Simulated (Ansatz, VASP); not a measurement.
## Zr2Cl in VASP and in Ansatz

```
CELL_PARAMETERS angstrom
0.00000 5.45636 5.45636
5.45636 0.00000 5.45636
5.45636 5.45636 0.00000
ATOMIC_POSITIONS crystal
Zr 0.62500 0.62500 0.62500
Zr 0.62500 0.62500 0.12500
Zr 0.62500 0.12500 0.62500
Zr 0.12500 0.62500 0.62500
Cl 0.50000 0.50000 0.50000
Cl 0.75000 0.75000 0.75000
```

Alike in both runs: functional PBE; k mesh 6 × 6 × 6; occupations gaussian, width 0.1 eV; no spin polarisation.

Ansatz relaxed the structure, and its values are those at the end. VASP's run is a single point on that final structure, the one shown.

|  | VASP | Ansatz |
| --- | --- | --- |
| version | VASP 6.6.1 | Ansatz 0.2.0 |
| potentials or method | VASP PAW PBE potentials, release 64 (Zr_sv, Cl), cutoff 520 eV | scalar-relativistic, plane waves, PAW |
| valence electrons in the cell | 62 | 62 |

VASP gave:

| Item | Value |
| --- | --- |
| gap on the k mesh at the Fermi level (eV) | none |
| pressure (GPa) | 0.1 |

Question: Which values does Ansatz return?

Answer: gap on the k mesh at the Fermi level (eV): none; pressure (GPa): 0.0.

A gap of «none» marks a metal or a gap that the smearing closes. The functional is the same, so the differences come from potentials, cutoffs and numerics.
